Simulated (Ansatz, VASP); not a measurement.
**CuO in VASP and in Ansatz**

```xyz
4
Lattice="3.1755 0.0000 0.0000 0.0000 3.1755 0.0000 0.0000 0.0000 4.6495" Properties=species:S:1:pos:R:3 pbc="T T T"
Cu    0.0000    0.0000    0.0000
Cu    1.5877    1.5877    0.0000
O     1.5877    0.0000    1.2414
O     0.0000    1.5877    3.4081
```

Alike in both runs: functional PBE; k mesh 8 × 8 × 6; occupations fermi-dirac, width 0.05 eV; no spin polarisation; Hubbard terms Cu d U = 3.0 eV.

```csv
,VASP,Ansatz
version,VASP 6.6.1,Ansatz 0.2.0
potentials or method,"VASP PAW PBE potentials, release 64 (Cu, O)",Ansatz PAW
plane-wave cutoff (eV),520,420
valence electrons in the cell,34,50
task,single point,band structure
```

Ansatz gave:

| Quantity | Value |
| --- | --- |
| gap on the k mesh at the Fermi level (eV) | none |
| pressure (GPa) | 17.8 |
| traceless stress, the component that is largest in VASP (GPa) | -23.62 |
| rms of the force components (eV/Å) | 0.238 |

What did VASP give for the same quantities?

gap on the k mesh at the Fermi level (eV): none; pressure (GPa): 14.0; traceless stress, the component that is largest in VASP (GPa): -23.59; rms of the force components (eV/Å): 0.414.

The programs project onto different local orbitals, so the same U acts differently, and such runs can settle in different states. Atom by atom the forces differ by 0.176 eV/Å (rms over components). A gap of «none» marks a metal or a gap that the smearing closes. VASP's potentials hold 34 valence electrons a cell and Ansatz's 50, so a difference there can come from the potentials and not from the codes.
